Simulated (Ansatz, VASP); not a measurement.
Ge2Sb2O in VASP and in Ansatz

```
Ge Sb O
1.0
     3.84171    0.00000    0.00000
    -1.92086    3.32702    0.00000
     0.00000    0.00000    8.00369
Ge Sb O
2 2 1
Direct
  0.66667 0.33333 0.40541
  0.33333 0.66667 0.59459
  0.66667 0.33333 0.82513
  0.33333 0.66667 0.17487
  0.00000 0.00000 0.00000
```

Change from the starting cell: species swapped into the Y2H2C type (P-3m1, No. 164).

Alike in both runs: functional PBE; k mesh 12 × 12 × 6; occupations gaussian, width 0.1 eV; no spin polarisation.

Ansatz relaxed the structure, and its values are those at the end. VASP's run is a single point on that final structure, the one shown.

|  | VASP | Ansatz |
| --- | --- | --- |
| version | VASP 6.6.1 | Ansatz 0.2.0 |
| potentials or method | VASP PAW PBE potentials, release 64 (Ge_d, Sb, O), cutoff 600 eV | scalar-relativistic, plane waves, PAW |
| valence electrons in the cell | 44 | 64 |

```csv
,VASP,Ansatz,Ansatz less VASP
gap on the k mesh at the Fermi level (eV),none,none,-
pressure (GPa),-0.3,0.0,+0.25
rms of the force components (eV/Å),0.011,0.000,-0.0108
```

A gap of «none» marks a metal or a gap that the smearing closes. With one functional, cell and mesh, what is left measures potentials, basis and numerics. VASP's potentials hold 44 valence electrons a cell and Ansatz's 64, so a difference there can come from the potentials and not from the codes.

Neither program's run includes spin-orbit coupling.
